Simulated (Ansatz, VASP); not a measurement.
## Two plane-wave programs on ZnCd3Se2

```
Zn Cd Se
1.0
     7.06292    0.00000    0.00000
    -3.53146    6.11667    0.00000
     0.00000    0.00000    3.99798
Zn Cd Se
1 3 2
Direct
  0.00000 0.00000 0.50000
  0.00000 0.50000 0.00000
  0.50000 0.00000 0.00000
  0.50000 0.50000 0.00000
  0.33333 0.66667 0.50000
  0.66667 0.33333 0.50000
```

Change from the starting cell: species swapped into the TmB2Rh3 type (P6/mmm, No. 191).

Alike in both runs: task relaxation of cell and atoms; functional PBE; k mesh 6 × 6 × 10; occupations gaussian, width 0.1 eV; no spin polarisation.

|  | VASP | Ansatz |
| --- | --- | --- |
| version | VASP 6.6.1 | Ansatz 0.2.0 |
| potentials or method | VASP PAW PBE potentials, release 64 (Zn, Cd, Se), cutoff 600 eV | scalar-relativistic, plane waves, PAW |
| valence electrons in the cell | 60 | 104 |

|  | VASP | Ansatz | Ansatz less VASP |
| --- | --- | --- | --- |
| gap on the k mesh at the Fermi level, each at its own relaxed structure (eV) | none | none | - |
| relaxed volume (Å³/atom) | 28.99 | 28.84 | -0.147 |
| relaxed length of the cell vector where the two differ most in proportion (Å) | 7.103 | 7.089 | -0.0134 |

A gap of «none» marks a metal or a gap that the smearing closes. VASP's potentials hold 60 valence electrons a cell and Ansatz's 104, so a difference there can come from the potentials and not from the codes.
